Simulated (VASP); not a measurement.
Input of a VASP 6.6.1 run:

File POSCAR:

```
ZnO
1.0
    3.2493987239      0.0000000000      0.0000000000
   -1.6246993619      2.8140618419      0.0000000000
    0.0000000000      0.0000000000      5.2038000000
Zn O
2 2
Direct
    0.3333333333      0.6666666667      0.0000000000
    0.6666666667      0.3333333333      0.5000000000
    0.3333333333      0.6666666667      0.3821000000
    0.6666666667      0.3333333333      0.8821000000
```

The input INCAR.step1:

```
SYSTEM = ZnO
PREC = Accurate
ENCUT = 910
ISMEAR = 0
SIGMA = 0.1
LREAL = .FALSE.
LASPH = .TRUE.
NELM = 120
NBANDS = 26
GGA = PE
ALGO = Normal
EDIFF = 1E-5
LWAVE = .TRUE.
LCHARG = .FALSE.
GGA_COMPAT = .FALSE.
```

The input INCAR.step2:

```
SYSTEM = ZnO
PREC = Accurate
ENCUT = 910
EDIFF = 1E-6
ISMEAR = 0
SIGMA = 0.1
LREAL = .FALSE.
LASPH = .TRUE.
NELM = 120
ALGO = Normal
ISIF = 2
LWAVE = .FALSE.
LCHARG = .FALSE.
METAGGA = R2SCAN
LMIXTAU = .TRUE.
NBANDS = 26
ISTART = 1
GGA_COMPAT = .FALSE.
```

File KPOINTS:

```
Automatic mesh
0
G
  6 6 4
  0 0 0
```

Potentials or basis: VASP PAW PBE potentials, release 64 (Zn, O_h).

The run is started by

```bash
$ cat potpaw_PBE.64/Zn/POTCAR potpaw_PBE.64/O_h/POTCAR > POTCAR
$ cp INCAR.step1 INCAR
$ mpirun -np 1 vasp_std > vasp.out
$ cp INCAR.step2 INCAR
$ mpirun -np 1 vasp_std > vasp.out
```

**Question.** What does it give for the pressure?

**Answer.** -0.3 GPa.

**Question.** Estimate the largest force.

**Answer.** 0.033 eV/Å.

**Question.** Predict the band gap on the k mesh.

**Answer.** 1.23 eV, direct.

Stress tensor (GPa, compression positive):
```
-0.38  0.00  0.00
 0.00 -0.38  0.00
 0.00  0.00 -0.25
```

Caveat: the cutoff is under 1.25 times the usual one of these potentials, so pressure, stress and relaxed cells hold a basis-set (Pulay) error; the PAW data sets were made with another functional, which shifts forces and pressure a little.

**Experimental background.**

“Electronic structure of alkaline earth and post-transition metal oxides”, 2009, arxiv:0908.1581 quotes, for a bulk crystal of ZnO: band gap 3.37 eV.

A measured gap of ZnO is 3.37 eV (quoted in “Electronic structure of alkaline earth and post-transition metal oxides”, 2009, arxiv:0908.1581); the calculated 1.23 eV misses it by -2.14 eV. So large a miss can be the level of theory's own, or it may mean another phase, state or a wrong row. The value is that of r2SCAN, without temperature or zero-point motion.
